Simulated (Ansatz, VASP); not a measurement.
**One calculation of Ti, two programs**

Contents of POSCAR:

```
Ti
1.0
    0.0000000000      1.9972523380      2.0971149549
    1.9972523380      0.0000000000      2.0971149549
    1.9972523380      1.9972523380      0.0000000000
Ti
1
Direct
    0.0000000000      0.0000000000      0.0000000000
```

INCAR.step1

```
PREC = Accurate
ENCUT = 520
ISMEAR = 0
SIGMA = 0.15
LREAL = False
LASPH = True
NELM = 80
NBANDS = 12
GGA = PE
ALGO = Normal
EDIFF = 1E-4
LWAVE = True
LCHARG = False
```

Contents of INCAR.step2:

```
PREC = Accurate
ENCUT = 520
EDIFF = 1E-6
ISMEAR = 0
SIGMA = 0.15
LREAL = False
LASPH = True
NELM = 80
ALGO = Normal
ISIF = 2
LWAVE = False
LCHARG = False
METAGGA = R2SCAN
LMIXTAU = True
NBANDS = 12
ISTART = 1
```

Contents of KPOINTS:

```
Automatic mesh
0
Gamma
  22 22 22
```

Input for Ansatz:

```yaml
crystal:
  lattice:
    - [0.0, 1.997252338, 2.0971149549]
    - [1.997252338, 0.0, 2.0971149549]
    - [1.997252338, 1.997252338, 0.0]
  atoms:
    - { symbol: Ti, position: [0.0, 0.0, 0.0] }
basis:
  ecutwfc: 500
kpoints:
  mp_grid: { grid: [22, 22, 22] }
hamiltonian:
  xc: r2scan
scf:
  occupations: { method: gaussian, width: 0.15 }
output:
  forces: true
  stress: true
  eigenvalues: true
```

Alike in both runs: task single point; functional r2SCAN; k mesh 22 × 22 × 22; occupations gaussian, width 0.15 eV; no spin polarisation.

|  | VASP | Ansatz |
| --- | --- | --- |
| version | VASP 6.6.1 | Ansatz 0.2.0 |
| potentials or method | VASP PAW PBE potentials, release 64 (Ti_sv), cutoff 520 eV | scalar-relativistic, plane waves, PAW |
| valence electrons in the cell | 12 | 12 |

|  | VASP | Ansatz | Ansatz less VASP |
| --- | --- | --- | --- |
| gap on the k mesh at the Fermi level (eV) | none | none | - |
| pressure (GPa) | 4.8 | 4.4 | -0.39 |
| traceless stress, the component that is largest in VASP (GPa) | -1.03 | -1.01 | +0.015 |

VASP's potentials were made for PBE, not for r2SCAN. A gap of «none» marks a metal or a gap that the smearing closes.
